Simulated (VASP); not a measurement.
# PbS (Pm-3m) in VASP: a series of runs

PbS is run at these levels: LDA, PBEsol; tasks: single point.

Program: VASP 6.6.1. These are calculated values, not measurements. Logs are shortened: lines on timing, memory, paths and dates and some standing lists are left out, and cuts for length are marked.

## 1. The cell of the first run

The structure is cubic, space group Pm-3m (No. 221). The conventional cell has a = 3.604 Å, b = 3.604 Å, c = 3.604 Å, α = 90.00°, β = 90.00°, γ = 90.00°. Pb (site symmetry m-3m) has 8 S at 3.12 Å and 6 Pb at 3.60 Å within 4.1 Å. Within 4.1 Å of S (site symmetry m-3m) lie 8 Pb at 3.12 Å and 6 S at 3.60 Å.

## 2. Single point, LDA

Input file INCAR:

```
ALGO     = Normal         # electronic algorithm
EDIFF    = 1E-6           # SCF threshold, eV
ENCUT    = 520            # plane-wave cutoff, eV
ISIF     = 2              # what is computed and relaxed
ISMEAR   = -1             # smearing method
LASPH    = True           # aspherical terms in the spheres
LCHARG   = True           # write CHGCAR
LELF     = True           # ELF
LREAL    = False          # projectors in reciprocal space
LVHAR    = True         
LWAVE    = False          # write WAVECAR
NBANDS   = 17             # bands
NELM     = 100            # most SCF steps
PREC     = Accurate       # precision mode
SIGMA    = 0.05           # smearing width, eV
```

Input file KPOINTS:

```
k-points
0
Gamma
  7 7 7
```

Input file POSCAR:

```
PbS
1.0
    3.6042791765      0.0000000000      0.0000000000
    0.0000000000      3.6042791765      0.0000000000
    0.0000000000      0.0000000000      3.6042791765
Pb S
1 1
Direct
    0.0000000000      0.0000000000      0.0000000000
    0.5000000000      0.5000000000      0.5000000000
```

Potentials or basis: VASP PAW LDA potentials, release 64 (Pb_d, S).

Launch:

```sh
cat potpaw_LDA.64/Pb_d/POTCAR potpaw_LDA.64/S/POTCAR > POTCAR
mpirun -np 1 vasp_std > vasp.out
```

OUTCAR:

```text
EDIFF = 1E-6
   ENCUT = 520
   ISIF = 2
   ISMEAR = -1
   LASPH = True
   LREAL = False
   NELM = 100
   PREC = Accurate

 ion  position               nearest neighbor table
   1  0.000  0.000  0.000-   2 3.12   2 3.12   2 3.12   2 3.12   2 3.12   2 3.12   2 3.12   2 3.12

   2  0.500  0.500  0.500-   1 3.12   1 3.12   1 3.12   1 3.12   1 3.12   1 3.12   1 3.12   1 3.12

  LATTYP: Found a simple cubic cell.
 ALAT       =     3.6042791765

  Lattice vectors:

 A1 = (   3.6042791765,   0.0000000000,   0.0000000000)
 A2 = (   0.0000000000,   3.6042791765,   0.0000000000)
 A3 = (   0.0000000000,   0.0000000000,   3.6042791765)

Analysis of symmetry for initial positions (statically):
=====================================================================
 Subroutine PRICEL returns:
 Original cell was already a primitive cell.

 Routine SETGRP: Setting up the symmetry group for a
 simple cubic supercell.

 Subroutine GETGRP returns: Found 48 space group operations
 (whereof 48 operations were pure point group operations)
 out of a pool of 48 trial point group operations.

The static configuration has the point symmetry O_h .

Analysis of symmetry for dynamics (positions and initial velocities):
=====================================================================
 Subroutine PRICEL returns:
 Original cell was already a primitive cell.

 Routine SETGRP: Setting up the symmetry group for a
 simple cubic supercell.

 Subroutine GETGRP returns: Found 48 space group operations
 (whereof 48 operations were pure point group operations)
 out of a pool of 48 trial point group operations.

The dynamic configuration has the point symmetry O_h .

 Subroutine INISYM returns: Found 48 space group operations
 (whereof 48 operations are pure point group operations),
 and found     1 'primitive' translations

----------------------------------------------------------------------------------------

                                     Primitive cell

  volume of cell :      46.8226

  direct lattice vectors                    reciprocal lattice vectors
     3.604279176  0.000000000  0.000000000     0.277447986  0.000000000  0.000000000
     0.000000000  3.604279176  0.000000000     0.000000000  0.277447986  0.000000000
     0.000000000  0.000000000  3.604279176     0.000000000  0.000000000  0.277447986

  length of vectors
     3.604279176  3.604279176  3.604279176     0.277447986  0.277447986  0.277447986

  position of ions in fractional coordinates (direct lattice)
     0.000000000  0.000000000  0.000000000
     0.500000000  0.500000000  0.500000000

  ion indices of the primitive-cell ions
   primitive index   ion index
                 1           1
                 2           2

----------------------------------------------------------------------------------------

 KPOINTS: k-points

Automatic generation of k-mesh.
 Grid dimensions read from file:
 generate k-points for:    7    7    7

 Generating k-lattice:

  Cartesian coordinates                     Fractional coordinates (reciprocal lattice)
     0.039635427  0.000000000  0.000000000     0.142857143  0.000000000  0.000000000
     0.000000000  0.039635427  0.000000000     0.000000000  0.142857143  0.000000000
     0.000000000  0.000000000  0.039635427     0.000000000  0.000000000  0.142857143

  Length of vectors
     0.039635427  0.039635427  0.039635427

  Shift w.r.t. Gamma in fractional coordinates (k-lattice)
     0.000000000  0.000000000  0.000000000

 Subroutine IBZKPT returns following result:
 ===========================================

 Found     20 irreducible k-points:

 Following reciprocal coordinates:
            Coordinates               Weight
  0.000000  0.000000  0.000000      1.000000
  0.142857  0.000000  0.000000      6.000000
  0.285714  0.000000  0.000000      6.000000
  0.428571  0.000000  0.000000      6.000000
  0.142857  0.142857  0.000000     12.000000
  0.285714  0.142857  0.000000     24.000000
[... 12 lines left out ...]
  0.428571  0.428571  0.285714     24.000000
  0.428571  0.428571  0.428571      8.000000
   k-points           NKPTS =     20   k-points in BZ     NKDIM =     20   number of bands    NBANDS=     17
   number of dos      NEDOS =    301   number of ions     NIONS =      2
   total plane-waves  NPLWV =  21952
   dimension x,y,z NGX =    28 NGY =   28 NGZ =   28
   dimension x,y,z NGXF=    56 NGYF=   56 NGZF=   56
   ions per type =               1   1
   NGX,Y,Z   is equivalent  to a cutoff of  12.91, 12.91, 12.91 a.u.
   NGXF,Y,Z  is equivalent  to a cutoff of  25.83, 25.83, 25.83 a.u.
 SYSTEM =  unknown system
   PREC   = accura    normal or accurate (medium, high low for compatibility)
   ISTART =      0    job   : 0-new  1-cont  2-samecut
   ICHARG =      2    charge: 1-file 2-atom 10-const
   ISPIN  =      1    spin polarized calculation?
   LNONCOLLINEAR =      F non collinear calculations
   LSORBIT =      F    spin-orbit coupling
   LASPH  =      T    aspherical Exc in radial PAW
   ENCUT  =  520.0 eV  38.22 Ry    6.18 a.u.   6.70  6.70  6.70*2*pi/ulx,y,z
   NELM   =    100;   NELMIN=  2; NELMDL= -5     # of ELM steps
   EDIFF  = 0.1E-05   stopping-criterion for ELM
   LREAL  =      F    real-space projection
   EDIFFG = 0.1E-04   stopping-criterion for IOM
   NSW    =      0    number of steps for IOM
   IBRION =     -1    ionic relax: 0-MD 1-quasi-New 2-CG
   NFREE  =      0    steps in history (QN), initial steepest desc. (CG)
   ISIF   =      2    stress and relaxation
   ISYM   =      2    0-nonsym 1-usesym 2-fastsym
   POTIM  = 0.5000    time-step for ionic-motion
   TEBEG  =    0.0;   TEEND  =   0.0 temperature during run
   PSTRESS=    0.0 pullay stress
   NELECT =      20.0000    total number of electrons
   NUPDOWN=      -1.0000    fix difference up-down
   EMIN   =  10.00;   EMAX   =-10.00  energy-range for DOS
   EFERMI =   0.00;   METHOD = LEGACY
   ISMEAR =    -1;   SIGMA  =   0.05  broadening in eV -4-tet -1-fermi 0-gaus
   EFERMI_NEDOS =   21; number of points for ismear=-14 and -15
   IALGO  =     38    algorithm
   IMIX   =      4    mixing-type and parameters
     AMIX     =   0.40;   BMIX     =  1.00
     AMIX_MAG =   1.60;   BMIX_MAG =  1.00
  volume/ion in A,a.u.               =      23.41       157.99
  Fermi-wavevector in a.u.,A,eV,Ry     =   1.232915  2.329871 20.681930  1.520079
  Thomas-Fermi vector in A             =   2.367666
   LORBIT       =      0    0 simple, 1 ext, 2 COOP (PROOUT), +10 PAW based schemes
   GGA     = CA    functional components
   LHFCALC =     F    Hartree Fock is set to
   AEXX    =    0.0000 exact exchange contribution
   IVDW    =     0    specifies the selected vdW correction
   LEPSILON=     F    determine dielectric tensor
   LRPA    =     F    only Hartree local field effects (RPA)
 non-spin polarized calculation
  energy-cutoff  :      520.00
  volume of cell :       46.82
 maximum number of plane-waves:      1275
 NGX is ok and might be reduce to    28
   NGX = 13   NGY = 13   NGZ = 13

 number of electron      19.9999997 magnetization

 Free energy of the ion-electron system (eV)
  ---------------------------------------------------
  ext. energy  EPLUGINS =         0.00000000
  ---------------------------------------------------
  free energy    TOTEN  =        -9.55265382 eV

  energy without entropy =       -9.54353080  energy(sigma->0) =       -9.54809231

 E-fermi :   6.2690     XC(G=0): -10.6742

 val. band max:        6.2572737968   @ k =   0.2857   0.1429   0.1429
 cond. band min:       7.0858388793   @ k =   0.4286   0.4286   0.4286
 fundamental gap:      0.8285650826
 Fermi energy:         6.2690218466

 k-point     1 :       0.0000    0.0000    0.0000
  band No.  band energies     occupation
      1     -10.4559      2.00000
      2     -10.4559      2.00000
      3     -10.2172      2.00000
      4     -10.2172      2.00000
      5     -10.2172      2.00000
      6      -7.0497      2.00000
[... 9 lines left out ...]
     16      19.2736      0.00000
     17      19.2743      0.00000

 k-point     2 :       0.1429    0.0000    0.0000
  band No.  band energies     occupation
      1     -10.4536      2.00000
      2     -10.4216      2.00000
      3     -10.2304      2.00000
      4     -10.2304      2.00000
      5     -10.2160      2.00000
      6      -6.8647      2.00000
[... 9 lines left out ...]
     16      19.0334      0.00000
     17      19.0587      0.00000

 k-point     3 :       0.2857    0.0000    0.0000
  band No.  band energies     occupation
      1     -10.4484      2.00000
      2     -10.3454      2.00000
      3     -10.2597      2.00000
      4     -10.2597      2.00000
      5     -10.2131      2.00000
      6      -6.3507      2.00000
[... 9 lines left out ...]
     16      17.1877      0.00000
     17      19.2185      0.00000

 k-point     4 :       0.4286    0.0000    0.0000
  band No.  band energies     occupation
      1     -10.4442      2.00000
      2     -10.2849      2.00000
      3     -10.2830      2.00000
      4     -10.2830      2.00000
      5     -10.2108      2.00000
      6      -5.7391      2.00000
[... 9 lines left out ...]
     16      19.0112      0.00000
     17      19.1741      0.00000

 k-point     5 :       0.1429    0.1429    0.0000
  band No.  band energies     occupation
      1     -10.4357      2.00000
      2     -10.4024      2.00000
      3     -10.2469      2.00000
      4     -10.2300      2.00000
      5     -10.2278      2.00000
      6      -6.6808      2.00000
[... 9 lines left out ...]
     16      17.8014      0.00000
     17      17.9057      0.00000

 k-point     6 :       0.2857    0.1429    0.0000
  band No.  band energies     occupation
      1     -10.4250      2.00000
      2     -10.3303      2.00000
      3     -10.2831      2.00000
      4     -10.2578      2.00000
      5     -10.2254      2.00000
      6      -6.1751      2.00000
[... 9 lines left out ...]
     16      17.4088      0.00000
     17      17.6071      0.00000

 k-point     7 :       0.4286    0.1429    0.0000
  band No.  band energies     occupation
      1     -10.4201      2.00000
      2     -10.3115      2.00000
      3     -10.2806      2.00000
      4     -10.2693      2.00000
      5     -10.2227      2.00000
      6      -5.5876      2.00000
[... 9 lines left out ...]
     16      17.9595      0.00000
     17      18.7371      0.00000

 k-point     8 :       0.2857    0.2857    0.0000
  band No.  band energies     occupation
      1     -10.3933      2.00000
      2     -10.3337      2.00000
      3     -10.2759      2.00000
      4     -10.2548      2.00000
      5     -10.2515      2.00000
      6      -5.7090      2.00000
[... 9 lines left out ...]
     16      16.7119      0.00000
     17      17.2989      0.00000
[... 123 lines left out ...]
      1     -10.3663      2.00000
      2     -10.3437      2.00000
      3     -10.2955      2.00000
      4     -10.2658      2.00000
      5     -10.2164      2.00000
      6      -5.1115      2.00000
[... 9 lines left out ...]
     16      16.4989      0.00000
     17      19.3955      0.00000

 k-point    16 :       0.4286    0.4286    0.1429
  band No.  band energies     occupation
      1     -10.4089      2.00000
      2     -10.3225      2.00000
      3     -10.2896      2.00000
      4     -10.2885      2.00000
      5     -10.1666      2.00000
      6      -4.7961      2.00000
[... 9 lines left out ...]
     16      16.9703      0.00000
     17      19.1097      0.00000

 k-point    17 :       0.2857    0.2857    0.2857
  band No.  band energies     occupation
      1     -10.3318      2.00000
      2     -10.3046      2.00000
      3     -10.3046      2.00000
      4     -10.2698      2.00000
      5     -10.2698      2.00000
      6      -5.2155      2.00000
[... 9 lines left out ...]
     16      16.3815      0.00000
     17      20.8413      0.00000

 k-point    18 :       0.4286    0.2857    0.2857
  band No.  band energies     occupation
      1     -10.3590      2.00000
      2     -10.3324      2.00000
      3     -10.3014      2.00000
      4     -10.2678      2.00000
      5     -10.2027      2.00000
      6      -4.8745      2.00000
[... 9 lines left out ...]
     16      17.5364      0.00000
     17      21.3580      0.00000

 k-point    19 :       0.4286    0.4286    0.2857
  band No.  band energies     occupation
      1     -10.3842      2.00000
      2     -10.3308      2.00000
      3     -10.3285      2.00000
      4     -10.2341      2.00000
      5     -10.1646      2.00000
      6      -4.6638      2.00000
[... 9 lines left out ...]
     16      18.5050      0.00000
     17      22.0272      0.00000

 k-point    20 :       0.4286    0.4286    0.4286
  band No.  band energies     occupation
      1     -10.3675      2.00000
      2     -10.3600      2.00000
      3     -10.3600      2.00000
      4     -10.1632      2.00000
      5     -10.1632      2.00000
      6      -4.5495      2.00000
[... 9 lines left out ...]
     16      19.4750      0.00000
     17      23.1226      0.00000

------------------------ aborting loop because EDIFF is reached ----------------------------------------

  FORCE on cell =-STRESS in cart. coord.  units (eV):
  Direction    XX          YY          ZZ          XY          YZ          ZX
  --------------------------------------------------------------------------------------
  -------------------------------------------------------------------------------------
  Total       -0.9931915     -0.9931915     -0.9931915     -0.0000000     -0.0000000      0.0000000
  in kB      -33.9850807    -33.9850807    -33.9850807     -0.0000000     -0.0000000      0.0000000
  external PRESSURE =     -33.9850807 kB  Pullay stress =       0.0000000 kB

 VOLUME and BASIS-vectors are now :
 -----------------------------------------------------------------------------
  energy-cutoff  :      520.00
  volume of cell :       46.82
      direct lattice vectors                 reciprocal lattice vectors
     3.604279176  0.000000000  0.000000000     0.277447986  0.000000000  0.000000000
     0.000000000  3.604279176  0.000000000     0.000000000  0.277447986  0.000000000
     0.000000000  0.000000000  3.604279176     0.000000000  0.000000000  0.277447986

 POSITION                                       TOTAL-FORCE (eV/Angst)
 -----------------------------------------------------------------------------------
      0.00000      0.00000      0.00000         0.000000      0.000000      0.000000
      1.80214      1.80214      1.80214         0.000000      0.000000      0.000000
 -----------------------------------------------------------------------------------
    total drift:                               -0.000000      0.000000      0.000000

  FREE ENERGIE OF THE ION-ELECTRON SYSTEM (eV)
  ---------------------------------------------------
  free  energy   TOTEN  =        -9.5526538173 eV

  energy  without entropy=       -9.5435308013  energy(sigma->0) =       -9.54809231
```

It took 22 s on 1 thread of Intel Xeon 8259CL, shared host; peak memory 0.14 GiB.

Results:

- Free energy: -9.5527 eV
- Pressure: -3.4 GPa
- Band gap on the k mesh: zero (band 10 reaches 6.26 eV, above the bottom of band 11 at 6.16 eV)

Levels at points of the mesh, in eV from the Fermi level:
```
           k point  band 7  band 8  band 9  band 10  band 11  band 12  band 13  band 14
(0.00, 0.00, 0.00)   -6.54   -1.63   -1.63    -1.63     5.47     5.47     6.81     6.81
```

Caveat: spin-orbit coupling is left out, which moves the levels of the heavy elements.

## 3. Single point, LDA

This run uses another cell than the first one, of 23.90 Å³/atom, 1.021 times its volume.

Input file INCAR:

```
SYSTEM = PbS
PREC = Accurate
ENCUT = 520
EDIFF = 1E-6
ISMEAR = -1
SIGMA = 0.05
LREAL = .FALSE.
LASPH = .TRUE.
NELM = 100
ALGO = Normal
ISIF = 2
LWAVE = .FALSE.
LCHARG = .TRUE.
LELF = .TRUE.
LVHAR = .TRUE.
NBANDS = 17
```

Input file KPOINTS:

```
Automatic mesh
0
G
  7 7 7
  0 0 0
```

Input file POSCAR:

```
PbS
1.0
    3.6291370598      0.0000000000      0.0000000000
    0.0000000000      3.6291370598      0.0000000000
    0.0000000000      0.0000000000      3.6291370598
Pb S
1 1
Direct
    0.0000000000      0.0000000000      0.0000000000
    0.5000000000      0.5000000000      0.5000000000
```

Potentials or basis: VASP PAW LDA potentials, release 64 (Pb_d, S).

Launch:

```sh
cat potpaw_LDA.64/Pb_d/POTCAR potpaw_LDA.64/S/POTCAR > POTCAR
mpirun -np 1 vasp_std > vasp.out
```

Run time: 24 s. Hardware: 1 thread of Intel Xeon 8259CL, shared host; peak memory 0.15 GiB.

The run converged. Its results:

| Property | Result |
| --- | --- |
| Free energy | -9.5292 eV |
| Pressure | -4.4 GPa |
| Band gap on the k mesh | zero (band 10 reaches 5.99 eV, above the bottom of band 11 at 5.96 eV) |

Levels at points of the mesh, in eV from the Fermi level:
| k point | band 6 | band 7 | band 8 | band 9 | band 10 | band 11 | band 12 | band 13 | band 14 | band 15 |
| --- | --- | --- | --- | --- | --- | --- | --- | --- | --- | --- |
| (0.00, 0.00, 0.00) | -13.16 | -6.60 | -1.56 | -1.56 | -1.56 | 5.49 | 5.49 | 6.66 | 6.66 | 6.66 |

Caveat: spin-orbit coupling is left out, which moves the levels of the heavy elements.

[end of part 1 of 2]
